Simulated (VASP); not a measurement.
# Pd (P6_3/mmc) in VASP: further runs

Runs on Pd. Level: BLYP. Tasks: single point.

Program: VASP 6.6.1. These are calculated values, not measurements. Logs are shortened: lines on timing, memory, paths and dates and some standing lists are left out, and cuts for length are marked.

## 1. The cell of the first run

It takes space group P6_3/mmc (No. 194, hexagonal). The conventional cell has a = 2.715 Å, b = 2.715 Å, c = 4.538 Å, α = 90.00°, β = 90.00°, γ = 120.00°. Pd (site symmetry -6m2) has 12 Pd at 2.71 to 2.76 Å within 3.6 Å.

This isn't the form of Pd at room conditions, which is fcc.

## 2. Single point, BLYP (14.48 Å³/atom)

File INCAR:

```
PREC     = Accurate       # precision mode
ENCUT    = 520            # plane-wave cutoff, eV
EDIFF    = 1E-7           # SCF threshold, eV
ISMEAR   = -1             # smearing method
SIGMA    = 0.1            # smearing width, eV
LREAL    = False          # projectors in reciprocal space
LASPH    = True           # aspherical terms in the spheres
NELM     = 100            # most SCF steps
ALGO     = Normal         # electronic algorithm
ISIF     = 2              # what is computed and relaxed
LWAVE    = False          # write WAVECAR
LCHARG   = True           # write CHGCAR
GGA      = B5             # functional
ALDAX    = 1.0          
AGGAX    = 1.0          
AGGAC    = 1.0          
ALDAC    = 0.0          
LELF     = True           # ELF
LVHAR    = True         
NBANDS   = 17             # bands
```

File KPOINTS:

```
regular mesh
0
Gamma
  14 14 8
```

File POSCAR:

```
Pd
1.0
    2.7148246095      0.0000000000      0.0000000000
   -1.3574123047      2.3511070786      0.0000000000
    0.0000000000      0.0000000000      4.5376131213
Pd
2
Direct
    0.3333333333      0.6666666667      0.2500000000
    0.6666666667      0.3333333333      0.7500000000
```

Potentials or basis: VASP PAW PBE potentials, release 64 (Pd).

The run is started by

```bash
> cat potpaw_PBE.64/Pd/POTCAR > POTCAR
> mpirun -np 1 vasp_std > vasp.out
```

OUTCAR:

```text
PREC = Accurate
   ENCUT = 520
   EDIFF = 1E-7
   ISMEAR = -1
   LREAL = False
   LASPH = True
   NELM = 100
   ISIF = 2
   GGA = B5

 ion  position               nearest neighbor table
   1  0.333  0.667  0.250-   2 2.76   2 2.76   2 2.76   2 2.76   2 2.76   2 2.76
   2  0.667  0.333  0.750-   1 2.76   1 2.76   1 2.76   1 2.76   1 2.76   1 2.76

  LATTYP: Found a hexagonal cell.
 ALAT       =     2.7148246095
 C/A-ratio  =     1.6714203582

  Lattice vectors:

 A1 = (   2.7148246095,   0.0000000000,   0.0000000000)
 A2 = (  -1.3574123047,   2.3511070786,   0.0000000000)
 A3 = (   0.0000000000,   0.0000000000,   4.5376131213)

Analysis of symmetry for initial positions (statically):
=====================================================================
 Subroutine PRICEL returns:
 Original cell was already a primitive cell.

 Routine SETGRP: Setting up the symmetry group for a
 hexagonal supercell.

 Subroutine GETGRP returns: Found 24 space group operations
 (whereof 12 operations were pure point group operations)
 out of a pool of 24 trial point group operations.

The static configuration has the point symmetry D_3d.
 The point group associated with its full space group is D_6h.

Analysis of symmetry for dynamics (positions and initial velocities):
=====================================================================
 Subroutine PRICEL returns:
 Original cell was already a primitive cell.

 Routine SETGRP: Setting up the symmetry group for a
 hexagonal supercell.

 Subroutine GETGRP returns: Found 24 space group operations
 (whereof 12 operations were pure point group operations)
 out of a pool of 24 trial point group operations.

The dynamic configuration has the point symmetry D_3d.
 The point group associated with its full space group is D_6h.

 Subroutine INISYM returns: Found 24 space group operations
 (whereof 12 operations are pure point group operations),
 and found     1 'primitive' translations

----------------------------------------------------------------------------------------

                                     Primitive cell

  volume of cell :      28.9629

  direct lattice vectors                    reciprocal lattice vectors
     2.714824609  0.000000000  0.000000000     0.368347921  0.212665771  0.000000000
    -1.357412305  2.351107079  0.000000000     0.000000000  0.425331542  0.000000000
     0.000000000  0.000000000  4.537613121     0.000000000  0.000000000  0.220380181

  length of vectors
     2.714824609  2.714824609  4.537613121     0.425331542  0.425331542  0.220380181

  position of ions in fractional coordinates (direct lattice)
     0.333333333  0.666666667  0.250000000
     0.666666667  0.333333333  0.750000000

  ion indices of the primitive-cell ions
   primitive index   ion index
                 1           1
                 2           2

----------------------------------------------------------------------------------------

 KPOINTS: regular mesh

Automatic generation of k-mesh.
 Grid dimensions read from file:
 generate k-points for:   14   14    8

 Generating k-lattice:

  Cartesian coordinates                     Fractional coordinates (reciprocal lattice)
     0.026310566  0.015190412  0.000000000     0.071428571  0.000000000  0.000000000
     0.000000000  0.030380824  0.000000000     0.000000000  0.071428571  0.000000000
     0.000000000  0.000000000  0.027547523     0.000000000  0.000000000  0.125000000

  Length of vectors
     0.030380824  0.030380824  0.027547523

  Shift w.r.t. Gamma in fractional coordinates (k-lattice)
     0.000000000  0.000000000  0.000000000

 Subroutine IBZKPT returns following result:
 ===========================================

 Found    120 irreducible k-points:

 Following reciprocal coordinates:
            Coordinates               Weight
  0.000000  0.000000  0.000000      1.000000
  0.071429  0.000000  0.000000      6.000000
  0.142857  0.000000  0.000000      6.000000
  0.214286 -0.000000  0.000000      6.000000
  0.285714  0.000000  0.000000      6.000000
  0.357143 -0.000000  0.000000      6.000000
[... 16 lines left out ...]
  0.285714  0.285714  0.000000      6.000000
  0.357143  0.285714  0.000000      6.000000
 [... further k-points ...]
   k-points           NKPTS =    120   k-points in BZ     NKDIM =    120   number of bands    NBANDS=     17
   number of dos      NEDOS =    301   number of ions     NIONS =      2
   total plane-waves  NPLWV =  14400
   dimension x,y,z NGX =    20 NGY =   20 NGZ =   36
   dimension x,y,z NGXF=    40 NGYF=   40 NGZF=   72
   ions per type =               2
   NGX,Y,Z   is equivalent  to a cutoff of  12.25, 12.25, 13.19 a.u.
   NGXF,Y,Z  is equivalent  to a cutoff of  24.49, 24.49, 26.38 a.u.
 SYSTEM =  unknown system
   PREC   = accura    normal or accurate (medium, high low for compatibility)
   ISTART =      0    job   : 0-new  1-cont  2-samecut
   ICHARG =      2    charge: 1-file 2-atom 10-const
   ISPIN  =      1    spin polarized calculation?
   LNONCOLLINEAR =      F non collinear calculations
   LSORBIT =      F    spin-orbit coupling
   LASPH  =      T    aspherical Exc in radial PAW
   ENCUT  =  520.0 eV  38.22 Ry    6.18 a.u.   5.05  5.05  8.44*2*pi/ulx,y,z
   NELM   =    100;   NELMIN=  2; NELMDL= -5     # of ELM steps
   EDIFF  = 0.1E-06   stopping-criterion for ELM
   LREAL  =      F    real-space projection
   EDIFFG = 0.1E-05   stopping-criterion for IOM
   NSW    =      0    number of steps for IOM
   IBRION =     -1    ionic relax: 0-MD 1-quasi-New 2-CG
   NFREE  =      0    steps in history (QN), initial steepest desc. (CG)
   ISIF   =      2    stress and relaxation
   ISYM   =      2    0-nonsym 1-usesym 2-fastsym
   POTIM  = 0.5000    time-step for ionic-motion
   TEBEG  =    0.0;   TEEND  =   0.0 temperature during run
   PSTRESS=    0.0 pullay stress
   NELECT =      20.0000    total number of electrons
   NUPDOWN=      -1.0000    fix difference up-down
   EMIN   =  10.00;   EMAX   =-10.00  energy-range for DOS
   EFERMI =   0.00;   METHOD = LEGACY
   ISMEAR =    -1;   SIGMA  =   0.10  broadening in eV -4-tet -1-fermi 0-gaus
   EFERMI_NEDOS =   21; number of points for ismear=-14 and -15
   IALGO  =     38    algorithm
   IMIX   =      4    mixing-type and parameters
     AMIX     =   0.40;   BMIX     =  1.00
     AMIX_MAG =   1.60;   BMIX_MAG =  1.00
  volume/ion in A,a.u.               =      14.48        97.73
  Fermi-wavevector in a.u.,A,eV,Ry     =   1.447008  2.734449 28.488318  2.093832
  Thomas-Fermi vector in A             =   2.565012
   LORBIT       =      0    0 simple, 1 ext, 2 COOP (PROOUT), +10 PAW based schemes
   GGA     = B5    functional components
   LHFCALC =     F    Hartree Fock is set to
   AEXX    =    0.0000 exact exchange contribution
   IVDW    =     0    specifies the selected vdW correction
   LEPSILON=     F    determine dielectric tensor
   LRPA    =     F    only Hartree local field effects (RPA)
 non-spin polarized calculation
  energy-cutoff  :      520.00
  volume of cell :       28.96
 maximum number of plane-waves:       798
   NGX = 11   NGY = 11   NGZ = 17

 number of electron      19.9999995 magnetization

 Free energy of the ion-electron system (eV)
  ---------------------------------------------------
  ext. energy  EPLUGINS =         0.00000000
  ---------------------------------------------------
  free energy    TOTEN  =        -8.51806429 eV

  energy without entropy =       -8.38335498  energy(sigma->0) =       -8.45070964

 E-fermi :  10.6496     XC(G=0): -12.6547

 val. band max:       10.6450479603   @ k =   0.2143   0.2143   0.5000
 cond. band min:      10.6517761773   @ k =   0.2857   0.2143   0.5000
 fundamental gap:      0.0067282169
 Fermi energy:        10.6496350560

 k-point     1 :       0.0000    0.0000    0.0000
  band No.  band energies     occupation
      1       3.5006      2.00000
      2       5.2115      2.00000
      3       7.5478      2.00000
      4       7.7868      2.00000
      5       7.7868      2.00000
      6       8.1452      2.00000
[... 9 lines left out ...]
     16      30.5815      0.00000
     17      33.3530      0.00000

 k-point     2 :       0.0714    0.0000    0.0000
  band No.  band energies     occupation
      1       3.6717      2.00000
      2       5.3356      2.00000
      3       7.4537      2.00000
      4       7.8640      2.00000
      5       7.9040      2.00000
      6       8.0891      2.00000
[... 9 lines left out ...]
     16      30.4790      0.00000
     17      32.2806      0.00000

 k-point     3 :       0.1429    0.0000    0.0000
  band No.  band energies     occupation
      1       4.1565      2.00000
      2       5.6501      2.00000
      3       7.2488      2.00000
      4       7.8744      2.00000
      5       8.1761      2.00000
      6       8.2176      2.00000
[... 9 lines left out ...]
     16      30.3566      0.00000
     17      30.4780      0.00000

 k-point     4 :       0.2143   -0.0000    0.0000
  band No.  band energies     occupation
      1       4.8420      2.00000
      2       5.9171      2.00000
      3       7.1722      2.00000
      4       7.4369      2.00000
      5       7.7351      2.00000
      6       8.3906      2.00000
[... 9 lines left out ...]
     16      29.7547      0.00000
     17      30.3625      0.00000
[... 343 lines left out ...]
      1       5.9338      2.00000
      2       6.1694      2.00000
      3       6.4898      2.00000
      4       7.5548      2.00000
      5       7.7035      2.00000
      6       7.9016      2.00000
[... 9 lines left out ...]
     16      24.8635      0.00000
     17      25.4793      0.00000

 k-point    23 :       0.2857    0.2857    0.0000
  band No.  band energies     occupation
      1       5.9701      2.00000
      2       6.5097      2.00000
      3       6.6792      2.00000
      4       7.3019      2.00000
      5       7.5005      2.00000
      6       7.8899      2.00000
[... 9 lines left out ...]
     16      26.0922      0.00000
     17      26.1652      0.00000

 k-point    24 :       0.3571    0.2857    0.0000
  band No.  band energies     occupation
      1       5.9388      2.00000
      2       6.6109      2.00000
      3       6.7154      2.00000
      4       7.3031      2.00000
      5       7.5741      2.00000
      6       7.7290      2.00000
[... 9 lines left out ...]
     16      24.7790      0.00000
     17      25.0375      0.00000

 [... further k-points ...]

------------------------ aborting loop because EDIFF is reached ----------------------------------------

  FORCE on cell =-STRESS in cart. coord.  units (eV):
  Direction    XX          YY          ZZ          XY          YZ          ZX
  --------------------------------------------------------------------------------------
  -------------------------------------------------------------------------------------
  Total        4.4921564      4.4921564      4.2445642      0.0000000     -0.0000000      0.0000000
  in kB      248.4985184    248.4985184    234.8021340      0.0000000     -0.0000000      0.0000000
  external PRESSURE =     243.9330570 kB  Pullay stress =       0.0000000 kB

 VOLUME and BASIS-vectors are now :
 -----------------------------------------------------------------------------
  energy-cutoff  :      520.00
  volume of cell :       28.96
      direct lattice vectors                 reciprocal lattice vectors
     2.714824609  0.000000000  0.000000000     0.368347921  0.212665771  0.000000000
    -1.357412305  2.351107079  0.000000000     0.000000000  0.425331542  0.000000000
     0.000000000  0.000000000  4.537613121     0.000000000  0.000000000  0.220380181

 POSITION                                       TOTAL-FORCE (eV/Angst)
 -----------------------------------------------------------------------------------
     -0.00000      1.56740      1.13440         0.000000     -0.000000      0.000000
      1.35741      0.78370      3.40321        -0.000000      0.000000      0.000000
 -----------------------------------------------------------------------------------
    total drift:                               -0.000000      0.000000     -0.000000

  FREE ENERGIE OF THE ION-ELECTRON SYSTEM (eV)
  ---------------------------------------------------
  free  energy   TOTEN  =        -8.5180642893 eV

  energy  without entropy=       -8.3833549827  energy(sigma->0) =       -8.45070964
```

It took 44 s on 1 thread of Intel Xeon Platinum 8259CL at 2.50GHz (Skylake/Cascade Lake), shared host; peak memory 0.17 GiB.

What came out:

- Free energy: -8.5181 eV
- Pressure: 24.4 GPa
- Band gap on the k mesh: zero (bands 10 and 11 overlap by 0.97 eV)

Caveat: the cell stands under pressure; the PAW data sets were made with another functional, which shifts forces and pressure a little.

## 3. Single point, BLYP (15.14 Å³/atom)

This run uses another cell than the first one, of 15.14 Å³/atom.

File INCAR:

```
PREC = Accurate
ENCUT = 520
EDIFF = 1E-6
ISMEAR = -1
SIGMA = 0.1
LREAL = False
LASPH = True
NELM = 60
ALGO = Normal
ISIF = 2
LWAVE = False
LCHARG = False
GGA = B5
ALDAX = 1.0
AGGAX = 1.0
AGGAC = 1.0
ALDAC = 0.0
NBANDS = 17
```

File KPOINTS:

```
Automatic mesh
0
Gamma
  14 14 8
```

File POSCAR:

```
Pd
1.0
    2.7553503545      0.0000000000      0.0000000000
   -1.3776751772      2.3862034033      0.0000000000
    0.0000000000      0.0000000000      4.6053486765
Pd
2
Direct
    0.3333333333      0.6666666667      0.2500000000
    0.6666666667      0.3333333333      0.7500000000
```

Potentials or basis: VASP PAW PBE potentials, release 64 (Pd).

The run is started by

```bash
> cat potpaw_PBE.64/Pd/POTCAR > POTCAR
> mpirun -np 1 vasp_std > vasp.out
```

It took 41 s on 1 thread of Intel Xeon Platinum 8259CL at 2.50GHz (Skylake/Cascade Lake), shared host; peak memory 0.17 GiB.

Results (log left out):

| Item | Value |
| --- | --- |
| Free energy | -8.6754 eV |
| Pressure | 14.2 GPa |
| Band gap on the k mesh | zero (bands 10 and 11 overlap by 0.90 eV) |

Stress tensor (GPa, compression positive):
```
14.52  0.00  0.00
 0.00 14.52  0.00
 0.00  0.00 13.46
```

Levels at points of the mesh, in eV from the Fermi level:
| k point | band 7 | band 8 | band 9 | band 10 | band 11 | band 12 | band 13 | band 14 |
| --- | --- | --- | --- | --- | --- | --- | --- | --- |
| (0.00, 0.00, 0.00) | -2.33 | -1.64 | -1.64 | -0.27 | -0.27 | 1.10 | 6.77 | 17.48 |
| (0.50, 0.00, 0.00) | -1.62 | -0.02 | 0.00 | 0.19 | 2.70 | 4.57 | 9.58 | 9.94 |
| (0.00, 0.00, 0.50) | -2.71 | -2.71 | -0.72 | -0.72 | -0.72 | -0.72 | 13.98 | 13.98 |
| (0.50, 0.00, 0.50) | -0.45 | -0.45 | 0.11 | 0.11 | 2.82 | 2.82 | 8.12 | 8.12 |

Caveat: the cell stands under pressure; the PAW data sets were made with another functional, which shifts forces and pressure a little.

## 4. Single point, BLYP (15.80 Å³/atom)

This run uses another cell than the first one, of 15.80 Å³/atom.

File INCAR:

```
SYSTEM = Pd
AGGAC    = 1.0          
AGGAX    = 1.0          
ALDAC    = 0.0          
ALDAX    = 1.0          
ALGO     = Normal         ! electronic algorithm
EDIFF    = 1E-6           ! SCF threshold, eV
ENCUT    = 520            ! plane-wave cutoff, eV
GGA      = B5             ! functional
ISIF     = 2              ! what is computed and relaxed
ISMEAR   = -1             ! smearing method
LASPH    = .True.         ! aspherical terms in the spheres
LCHARG   = .False.        ! write CHGCAR
LREAL    = .False.        ! projectors in reciprocal space
LWAVE    = .False.        ! write WAVECAR
NBANDS   = 17             ! bands
NELM     = 100            ! most SCF steps
PREC     = Accurate       ! precision mode
SIGMA    = 0.1            ! smearing width, eV
```

File KPOINTS:

```
k-points
0
Gamma
  14 14 8
  0 0 0
```

File POSCAR:

```
Pd
1.0
    2.7947178212      0.0000000000      0.0000000000
   -1.3973589106      2.4202966295      0.0000000000
    0.0000000000      0.0000000000      4.6711482617
Pd
2
Direct
    0.3333333333      0.6666666667      0.2500000000
    0.6666666667      0.3333333333      0.7500000000
```

The run is started by

```bash
> cat potpaw_PBE.64/Pd/POTCAR > POTCAR
> mpirun -np 1 vasp_std > vasp.out
```

It took 46 s on 1 thread of Intel Xeon Platinum 8259CL at 2.50GHz (Skylake/Cascade Lake), shared host; peak memory 0.19 GiB.

Results (log left out):

```
Free energy            : -8.7588 eV
Pressure               : 6.3 GPa
Band gap on the k mesh : zero (bands 10 and 11 overlap by 0.84 eV)
```

Stress tensor (GPa, compression positive):
```
6.57 0.00 0.00
0.00 6.57 0.00
0.00 0.00 5.76
```

Levels at points of the mesh, in eV from the Fermi level:
| k point | band 8 | band 9 | band 10 | band 11 | band 12 | band 13 |
| --- | --- | --- | --- | --- | --- | --- |
| (0.00, 0.00, 0.00) | -1.54 | -1.54 | -0.26 | -0.26 | 1.19 | 6.45 |
| (0.50, 0.00, 0.00) | -0.03 | -0.01 | 0.16 | 2.64 | 4.41 | 9.30 |
| (0.00, 0.00, 0.50) | -2.53 | -0.68 | -0.68 | -0.68 | -0.68 | 13.62 |
| (0.50, 0.00, 0.50) | -0.41 | 0.10 | 0.10 | 2.82 | 2.82 | 7.78 |

Caveat: the cell stands under pressure; the PAW data sets were made with another functional, which shifts forces and pressure a little.

## 5. Overview

| cell | gap on the mesh (eV) | pressure (GPa) |
| --- | --- | --- |
| a = 2.715, b = 2.715, c = 4.538 Å, angles 90.0, 90.0, 120.0°, 2 atoms | none | 24.4 |
| a = 2.755, b = 2.755, c = 4.605 Å, angles 90.0, 90.0, 120.0°, 2 atoms | none | 14.2 |
| a = 2.795, b = 2.795, c = 4.671 Å, angles 90.0, 90.0, 120.0°, 2 atoms | none | 6.3 |

Alike in all rows: task single point; level BLYP; potentials or basis VASP PAW PBE potentials, release 64 (Pd); no spin polarisation; k mesh 14 × 14 × 8; cutoff (eV) 520; smearing fermi-dirac 0.1 eV.

Caveats: the cell stands under pressure; the PAW data sets were made with another functional, which shifts forces and pressure a little.

Total energies depend on the potentials used, so only differences within one code and one set of settings carry meaning.
